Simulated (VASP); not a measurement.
# HfN (rock salt type) (Fm-3m) in VASP: notebook

Runs on HfN (rock salt type). Level: HSE06. Tasks: single point.

All numbers are computed with VASP 6.6.1; they aren't measurements. Logs are shortened: lines on timing, memory, paths and dates and some standing lists are left out, and cuts for length are marked.

## 1. The cell of the first run

Symmetry: Fm-3m, No. 225, cubic system. The conventional cell has a = 4.453 Å, b = 4.453 Å, c = 4.453 Å, α = 90.00°, β = 90.00°, γ = 90.00°. Hf (site symmetry m-3m) has 6 N at 2.23 Å within 2.9 Å. Within 2.9 Å of N (site symmetry m-3m) lie 6 Hf at 2.23 Å.

## 2. Single point, HSE06

POSCAR

```
HfN
1.0
    0.0000000000      2.2266027517      2.2266027517
    2.2266027517      0.0000000000      2.2266027517
    2.2266027517      2.2266027517      0.0000000000
Hf N
1 1
Direct
    0.0000000000      0.0000000000      0.0000000000
    0.5000000000      0.5000000000      0.5000000000
```

INCAR.step1

```
SYSTEM = HfN
PREC     = Accurate       ! precision mode
ENCUT    = 520            ! plane-wave cutoff, eV
EDIFF    = 1E-5           ! SCF threshold, eV
ISMEAR   = -1             ! smearing method
SIGMA    = 0.1            ! smearing width, eV
LREAL    = .False.        ! projectors in reciprocal space
LASPH    = .True.         ! aspherical terms in the spheres
NELM     = 60             ! most SCF steps
ALGO     = Normal         ! electronic algorithm
ISIF     = 2              ! what is computed and relaxed
LWAVE    = .True.         ! write WAVECAR
GGA      = PE             ! functional
NBANDS   = 14             ! bands
```

INCAR.step2

```
SYSTEM = HfN
PREC     = Accurate       ! precision mode
ENCUT    = 520            ! plane-wave cutoff, eV
EDIFF    = 1E-6           ! SCF threshold, eV
ISMEAR   = -1             ! smearing method
SIGMA    = 0.1            ! smearing width, eV
LREAL    = .False.        ! projectors in reciprocal space
LASPH    = .True.         ! aspherical terms in the spheres
NELM     = 60             ! most SCF steps
ALGO     = Normal         ! electronic algorithm
ISIF     = 2              ! what is computed and relaxed
LWAVE    = .False.        ! write WAVECAR
LCHARG   = .True.         ! write CHGCAR
GGA      = PE             ! functional
LHFCALC  = .True.         ! exact exchange
HFSCREEN = 0.2079         ! screening, 1/A
PRECFOCK = Normal       
LELF     = .True.         ! ELF
LVHAR    = .True.       
ISTART   = 1            
NBANDS   = 14             ! bands
```

KPOINTS

```
regular mesh
0
Gamma
  4 4 4
  0 0 0
```

Potentials or basis: VASP PAW PBE potentials, release 64 (Hf_pv, N).

Started as:

```sh
$ cat potpaw_PBE.64/Hf_pv/POTCAR potpaw_PBE.64/N/POTCAR > POTCAR
$ cp INCAR.step1 INCAR
$ mpirun -np 1 vasp_std > vasp.out
$ cp INCAR.step2 INCAR
$ mpirun -np 1 vasp_std > vasp.out
```

OUTCAR:

```text
SYSTEM = HfN
   PREC = Accurate
   ENCUT = 520
   EDIFF = 1E-6
   ISMEAR = -1
   LREAL = .False.
   LASPH = .True.
   NELM = 60
   ISIF = 2
   GGA = PE
   LHFCALC = .True.
   HFSCREEN = 0.2079
   PRECFOCK = Normal
   ISTART = 1

 ion  position               nearest neighbor table
   1  0.000  0.000  0.000-   2 2.23   2 2.23   2 2.23   2 2.23   2 2.23   2 2.23
   2  0.500  0.500  0.500-   1 2.23   1 2.23   1 2.23   1 2.23   1 2.23   1 2.23

  LATTYP: Found a face centered cubic cell.
 ALAT       =     4.4532055034

  Lattice vectors:

 A1 = (   0.0000000000,   2.2266027517,   2.2266027517)
 A2 = (   2.2266027517,   0.0000000000,   2.2266027517)
 A3 = (   2.2266027517,   2.2266027517,   0.0000000000)

Analysis of symmetry for initial positions (statically):
=====================================================================
 Subroutine PRICEL returns:
 Original cell was already a primitive cell.

 Routine SETGRP: Setting up the symmetry group for a
 face centered cubic supercell.

 Subroutine GETGRP returns: Found 48 space group operations
 (whereof 48 operations were pure point group operations)
 out of a pool of 48 trial point group operations.

The static configuration has the point symmetry O_h .

Analysis of symmetry for dynamics (positions and initial velocities):
=====================================================================
 Subroutine PRICEL returns:
 Original cell was already a primitive cell.

 Routine SETGRP: Setting up the symmetry group for a
 face centered cubic supercell.

 Subroutine GETGRP returns: Found 48 space group operations
 (whereof 48 operations were pure point group operations)
 out of a pool of 48 trial point group operations.

The dynamic configuration has the point symmetry O_h .

 Subroutine INISYM returns: Found 48 space group operations
 (whereof 48 operations are pure point group operations),
 and found     1 'primitive' translations

----------------------------------------------------------------------------------------

                                     Primitive cell

  volume of cell :      22.0779

  direct lattice vectors                    reciprocal lattice vectors
     0.000000000  2.226602752  2.226602752    -0.224557344  0.224557344  0.224557344
     2.226602752  0.000000000  2.226602752     0.224557344 -0.224557344  0.224557344
     2.226602752  2.226602752  0.000000000     0.224557344  0.224557344 -0.224557344

  length of vectors
     3.148891809  3.148891809  3.148891809     0.388944729  0.388944729  0.388944729

  position of ions in fractional coordinates (direct lattice)
     0.000000000  0.000000000  0.000000000
     0.500000000  0.500000000  0.500000000

  ion indices of the primitive-cell ions
   primitive index   ion index
                 1           1
                 2           2

----------------------------------------------------------------------------------------

 KPOINTS: regular mesh

Automatic generation of k-mesh.
 Grid dimensions read from file:
 generate k-points for:    4    4    4

 Generating k-lattice:

  Cartesian coordinates                     Fractional coordinates (reciprocal lattice)
    -0.056139336  0.056139336  0.056139336     0.250000000  0.000000000  0.000000000
     0.056139336 -0.056139336  0.056139336     0.000000000  0.250000000  0.000000000
     0.056139336  0.056139336 -0.056139336     0.000000000  0.000000000  0.250000000

  Length of vectors
     0.097236182  0.097236182  0.097236182

  Shift w.r.t. Gamma in fractional coordinates (k-lattice)
     0.000000000  0.000000000  0.000000000

 Subroutine IBZKPT returns following result:
 ===========================================

 Found      8 irreducible k-points:

 Following reciprocal coordinates:
            Coordinates               Weight
  0.000000  0.000000  0.000000      1.000000
  0.250000  0.000000  0.000000      8.000000
  0.500000  0.000000  0.000000      4.000000
  0.250000  0.250000  0.000000      6.000000
  0.500000  0.250000  0.000000     24.000000
 -0.250000  0.250000  0.000000     12.000000
  0.500000  0.500000  0.000000      3.000000
 -0.250000  0.500000  0.250000      6.000000
   k-points           NKPTS =      8   k-points in BZ     NKDIM =     64   number of bands    NBANDS=     14
   number of dos      NEDOS =    301   number of ions     NIONS =      2
   total plane-waves  NPLWV =  13824
   dimension x,y,z NGX =    24 NGY =   24 NGZ =   24
   dimension x,y,z NGXF=    48 NGYF=   48 NGZF=   48
   ions per type =               1   1
   NGX,Y,Z   is equivalent  to a cutoff of  12.67, 12.67, 12.67 a.u.
   NGXF,Y,Z  is equivalent  to a cutoff of  25.34, 25.34, 25.34 a.u.
 SYSTEM =  HfN
   PREC   = accura    normal or accurate (medium, high low for compatibility)
   ISTART =      1    job   : 0-new  1-cont  2-samecut
   ICHARG =      0    charge: 1-file 2-atom 10-const
   ISPIN  =      1    spin polarized calculation?
   LNONCOLLINEAR =      F non collinear calculations
   LSORBIT =      F    spin-orbit coupling
   LASPH  =      T    aspherical Exc in radial PAW
   ENCUT  =  520.0 eV  38.22 Ry    6.18 a.u.   5.85  5.85  5.85*2*pi/ulx,y,z
   NELM   =     60;   NELMIN=  2; NELMDL=  0     # of ELM steps
   EDIFF  = 0.1E-05   stopping-criterion for ELM
   LREAL  =      F    real-space projection
   EDIFFG = 0.1E-04   stopping-criterion for IOM
   NSW    =      0    number of steps for IOM
   IBRION =     -1    ionic relax: 0-MD 1-quasi-New 2-CG
   NFREE  =      0    steps in history (QN), initial steepest desc. (CG)
   ISIF   =      2    stress and relaxation
   ISYM   =      3    0-nonsym 1-usesym 2-fastsym
   POTIM  = 0.5000    time-step for ionic-motion
   TEBEG  =    0.0;   TEEND  =   0.0 temperature during run
   PSTRESS=    0.0 pullay stress
   NELECT =      15.0000    total number of electrons
   NUPDOWN=      -1.0000    fix difference up-down
   EMIN   =  10.00;   EMAX   =-10.00  energy-range for DOS
   EFERMI =   0.00;   METHOD = LEGACY
   ISMEAR =    -1;   SIGMA  =   0.10  broadening in eV -4-tet -1-fermi 0-gaus
   EFERMI_NEDOS =   21; number of points for ismear=-14 and -15
   IALGO  =     38    algorithm
   IMIX   =      1    mixing-type and parameters
     AMIX     =   0.40;   BMIX     =  1.00
     AMIX_MAG =   1.60;   BMIX_MAG =  1.00
  volume/ion in A,a.u.               =      11.04        74.49
  Fermi-wavevector in a.u.,A,eV,Ry     =   1.439193  2.719681 28.181446  2.071278
  Thomas-Fermi vector in A             =   2.558076
   LORBIT       =      0    0 simple, 1 ext, 2 COOP (PROOUT), +10 PAW based schemes
   GGA     = PE    functional components
   LHFCALC =     T    Hartree Fock is set to
   PRECFOCK=normal    Normal, Fast or Accurate (Low or Medium for compatibility)
   ENCUT4O =  -1.0   cutoff for four orbital integrals eV
   NKREDX  =     1    reduce k-point grid by
   NKREDY  =     1    reduce k-point grid by
   NKREDZ  =     1    reduce k-point grid by
   AEXX    =    0.2500 exact exchange contribution
   HFSCREEN=    0.2079 screening length (either q_TF or 0.3 A-1)
   HFSCREENC=   0.2079 screening length for correlation (either q_TF or 0.3 A-1)
   ENCUTFOCK=  -1.0 apply spherical cutoff to Coloumb kernel
   IVDW    =     0    specifies the selected vdW correction
   LEPSILON=     F    determine dielectric tensor
   LRPA    =     F    only Hartree local field effects (RPA)
 non-spin polarized calculation
  energy-cutoff  :      520.00
  volume of cell :       22.08
 maximum number of plane-waves:       609
  NGX = 18; NGY = 18; NGZ = 18

 number of electron      15.0000001 magnetization

 Free energy of the ion-electron system (eV)
  ---------------------------------------------------
  ext. energy  EPLUGINS =         0.00000000
  ---------------------------------------------------
  free energy    TOTEN  =       -25.28178568 eV

  energy without entropy =      -25.26607647  energy(sigma->0) =      -25.27393107

 E-fermi :   8.3610     XC(G=0): -10.5940

 val. band max:        8.0592269199   @ k =   0.5000   0.2500   0.0000
 cond. band min:       8.6792106184   @ k =   0.0000   0.0000   0.0000
 fundamental gap:      0.6199836985
 Fermi energy:         8.3609660839

 k-point     1 :       0.0000    0.0000    0.0000
  band No.  band energies     occupation
      1     -24.6462      2.00000
      2     -24.6462      2.00000
      3     -24.6462      2.00000
      4     -11.3071      2.00000
      5       4.9560      2.00000
      6       4.9560      2.00000
      7       4.9560      2.00000
      8       8.6792      0.07966
      9       8.6792      0.07966
     10       8.6792      0.07966
     11      11.2964      0.00000
     12      11.2964      0.00000
     13      11.6115      0.00000
     14      19.0326      0.00000

 k-point     2 :       0.2500    0.0000    0.0000
  band No.  band energies     occupation
      1     -25.3196      2.00000
      2     -24.6971      2.00000
      3     -24.6971      2.00000
      4      -9.8308      2.00000
      5       1.1349      2.00000
      6       2.6667      2.00000
      7       2.6667      2.00000
      8       9.6623      0.00000
      9      10.5902      0.00000
     10      10.5902      0.00000
     11      14.6202      0.00000
     12      15.1271      0.00000
     13      15.1271      0.00000
     14      22.3868      0.00000

 k-point     3 :       0.5000    0.0000    0.0000
  band No.  band energies     occupation
      1     -25.9145      2.00000
      2     -24.7466      2.00000
      3     -24.7466      2.00000
      4      -8.0724      2.00000
      5      -1.6990      2.00000
      6       1.2983      2.00000
      7       1.2983      2.00000
      8      12.8838      0.00000
      9      13.3493      0.00000
     10      13.3493      0.00000
     11      13.8165      0.00000
     12      19.2335      0.00000
     13      19.2335      0.00000
     14      22.3843      0.00000

 k-point     4 :       0.2500    0.2500    0.0000
  band No.  band energies     occupation
      1     -25.2426      2.00000
      2     -24.8462      2.00000
      3     -24.8462      2.00000
      4      -9.9438      2.00000
      5       0.6878      2.00000
      6       4.0094      2.00000
      7       4.0094      2.00000
      8       5.9941      2.00000
      9      12.3637      0.00000
     10      12.8096      0.00000
     11      12.8096      0.00000
     12      13.0014      0.00000
     13      18.6036      0.00000
     14      22.3870      0.00000

 k-point     5 :       0.5000    0.2500    0.0000
  band No.  band energies     occupation
      1     -25.6430      2.00000
      2     -25.0792      2.00000
      3     -24.8965      2.00000
      4      -9.1753      2.00000
      5       0.3775      2.00000
      6       1.9704      2.00000
      7       2.5719      2.00000
      8       8.0592      1.90671
      9      13.6957      0.00000
     10      14.2166      0.00000
     11      16.2822      0.00000
     12      16.2846      0.00000
     13      19.4699      0.00000
     14      20.4835      0.00000

 k-point     6 :      -0.2500    0.2500    0.0000
  band No.  band energies     occupation
      1     -25.5548      2.00000
      2     -25.1145      2.00000
      3     -24.7494      2.00000
      4      -8.8747      2.00000
      5      -0.3785      2.00000
      6       1.6545      2.00000
      7       2.3623      2.00000
      8      10.9913      0.00000
      9      11.5326      0.00000
     10      12.7527      0.00000
     11      14.1743      0.00000
     12      18.0237      0.00000
     13      19.1620      0.00000
     14      22.2606      0.00000

 k-point     7 :       0.5000    0.5000    0.0000
  band No.  band energies     occupation
      1     -25.6841      2.00000
      2     -25.0436      2.00000
      3     -25.0436      2.00000
      4     -10.1371      2.00000
      5       2.2785      2.00000
      6       4.1905      2.00000
      7       4.1905      2.00000
      8       4.2711      2.00000
      9      13.7064      0.00000
     10      15.4074      0.00000
     11      15.4074      0.00000
     12      15.7125      0.00000
     13      18.1799      0.00000
     14      19.2613      0.00000

 k-point     8 :      -0.2500    0.5000    0.2500
  band No.  band energies     occupation
      1     -25.3721      2.00000
      2     -25.3721      2.00000
      3     -25.0972      2.00000
      4      -9.3649      2.00000
      5       1.3463      2.00000
      6       2.1997      2.00000
      7       2.1997      2.00000
      8      10.1961      0.00000
      9      10.1961      0.00000
     10      15.4294      0.00000
     11      15.5313      0.00000
     12      16.0901      0.00000
     13      21.1024      0.00000
     14      22.3881      0.00000

------------------------ aborting loop because EDIFF is reached ----------------------------------------

  FORCE on cell =-STRESS in cart. coord.  units (eV):
  Direction    XX          YY          ZZ          XY          YZ          ZX
  --------------------------------------------------------------------------------------
  -------------------------------------------------------------------------------------
  Total        1.3090978      1.3090978      1.3090978     -0.0000000      0.0000000      0.0000000
  in kB       95.0001888     95.0001888     95.0001888     -0.0000000      0.0000000      0.0000000
  external PRESSURE =      95.0001888 kB  Pullay stress =       0.0000000 kB

 VOLUME and BASIS-vectors are now :
 -----------------------------------------------------------------------------
  energy-cutoff  :      520.00
  volume of cell :       22.08
      direct lattice vectors                 reciprocal lattice vectors
     0.000000000  2.226602752  2.226602752    -0.224557344  0.224557344  0.224557344
     2.226602752  0.000000000  2.226602752     0.224557344 -0.224557344  0.224557344
     2.226602752  2.226602752  0.000000000     0.224557344  0.224557344 -0.224557344

 POSITION                                       TOTAL-FORCE (eV/Angst)
 -----------------------------------------------------------------------------------
      0.00000      0.00000      0.00000        -0.000000     -0.000000      0.000000
      2.22660      2.22660      2.22660         0.000000      0.000000     -0.000000
 -----------------------------------------------------------------------------------
    total drift:                                0.000000      0.000000      0.000000

  FREE ENERGIE OF THE ION-ELECTRON SYSTEM (eV)
  ---------------------------------------------------
  free  energy   TOTEN  =       -25.2817856760 eV

  energy  without entropy=      -25.2660764697  energy(sigma->0) =      -25.27393107
```

Wall time 3.5 min (1 thread of AMD EPYC 9R45 (Zen 5), shared host); peak memory 0.21 GiB.

What came out:

```yaml
Free_energy: -25.2818 eV
Pressure: 9.5 GPa
```

Levels at points of the mesh, in eV from the Fermi level:
```tsv
k point	band 3	band 4	band 5	band 6	band 7	band 8	band 9	band 10	band 11	band 12
(0.00, 0.00, 0.00)	-33.01	-19.67	-3.40	-3.40	-3.40	0.32	0.32	0.32	2.94	2.94
(0.50, 0.00, 0.00)	-33.11	-16.43	-10.06	-7.06	-7.06	4.52	4.99	4.99	5.46	10.87
(0.50, 0.50, 0.00)	-33.40	-18.50	-6.08	-4.17	-4.17	-4.09	5.35	7.05	7.05	7.35
```

Caveat: the k points lie up to 0.61 Å⁻¹ apart; the PAW data sets were made with another functional, which shifts forces and pressure a little; spin-orbit coupling is left out, which moves the levels of the heavy elements.

## 3. Single point, HSE06

This run uses another cell than the first one, of 11.39 Å³/atom, 1.032 times its volume.

POSCAR

```
HfN
1.0
    0.0000000000      2.2497981997      2.2497981997
    2.2497981997      0.0000000000      2.2497981997
    2.2497981997      2.2497981997      0.0000000000
Hf N
1 1
Direct
    0.0000000000      0.0000000000      0.0000000000
    0.5000000000      0.5000000000      0.5000000000
```

INCAR.step1

```
  PREC = Accurate
  ENCUT = 520
  EDIFF = 1E-5
  ISMEAR = -1
  SIGMA = 0.1
  LREAL = F
  LASPH = T
  NELM = 80
  ALGO = Normal
  ISIF = 2
  LWAVE = T
  GGA = PE
  NBANDS = 14
```

INCAR.step2

```
  PREC = Accurate
  ENCUT = 520
  EDIFF = 1E-7
  ISMEAR = -1
  SIGMA = 0.1
  LREAL = F
  LASPH = T
  NELM = 80
  ALGO = Normal
  ISIF = 2
  LWAVE = F
  LCHARG = T
  GGA = PE
  LHFCALC = T
  HFSCREEN = 0.2079
  PRECFOCK = Normal
  LELF = T
  LVHAR = T
  ISTART = 1
  NBANDS = 14
```

KPOINTS

```
regular mesh
0
Gamma
  4 4 4
```

Potentials or basis: VASP PAW PBE potentials, release 64 (Hf_pv, N).

Started as:

```sh
$ cat potpaw_PBE.64/Hf_pv/POTCAR potpaw_PBE.64/N/POTCAR > POTCAR
$ cp INCAR.step1 INCAR
$ mpirun -np 1 vasp_std > vasp.out
$ cp INCAR.step2 INCAR
$ mpirun -np 1 vasp_std > vasp.out
```

It took 3.8 min on 1 thread of AMD EPYC 9R45 (Zen 5), shared host; peak memory 0.21 GiB.

It converged, with:

| Property | Result |
| --- | --- |
| Free energy | -25.3017 eV |
| Pressure | -0.3 GPa |

Levels at points of the mesh, in eV from the Fermi level:
```tsv
k point	band 5	band 6	band 7	band 8	band 9	band 10
(0.00, 0.00, 0.00)	-3.39	-3.39	-3.39	0.31	0.31	0.31
(0.50, 0.00, 0.00)	-9.89	-6.91	-6.91	4.34	4.79	4.79
(0.50, 0.50, 0.00)	-6.12	-4.18	-4.18	-3.95	5.14	6.76
```

Caveat: the k points lie up to 0.60 Å⁻¹ apart; the PAW data sets were made with another functional, which shifts forces and pressure a little; spin-orbit coupling is left out, which moves the levels of the heavy elements.

(Continued in part 2 of 2.)
